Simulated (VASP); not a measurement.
Here is a VASP 6.6.1 calculation.

File INCAR:

```
SYSTEM = Ru
PREC = Accurate
ENCUT = 600
EDIFF = 1E-6
ISMEAR = -1
SIGMA = 0.1
LREAL = .False.
LASPH = .True.
NELM = 100
ALGO = Normal
ISIF = 3
LWAVE = .False.
LCHARG = .False.
GGA = PS
IBRION = 2
NSW = 60
EDIFFG = -0.005
```

Contents of KPOINTS:

```
regular mesh
0
Gamma
  15 15 15
  0 0 0
```

POSCAR

```
Ru
1.0
    2.4321304286      0.0000000000      0.0000000000
    0.0000000000      2.4321304286      0.0000000000
    0.0000000000      0.0000000000      2.4321304286
Ru
1
Direct
    0.0000000000      0.0000000000      0.0000000000
```

Potentials or basis: VASP PAW PBE potentials, release 64 (Ru_pv).

Launch:

```bash
$ cat potpaw_PBE.64/Ru_pv/POTCAR > POTCAR
$ mpirun -np 1 vasp_std > vasp.out
```

(1) Predict the relaxed cell.

(2) What does it give for the relaxed volume?

(3) Predict the space group after relaxing (to 0.05 Å).

(4) What does it give for the band gap on the k mesh?

Answers

(1) a = 2.481 Å, b = 2.481 Å, c = 2.481 Å, α = 90.00°, β = 90.00°, γ = 90.00°.

(2) 15.28 Å³/atom.

(3) Pm-3m (No. 221).

(4) zero (band 7 reaches 14.64 eV, above the bottom of band 8 at 9.82 eV).

Caveat: the PAW data sets were made with another functional, which shifts forces and pressure a little.
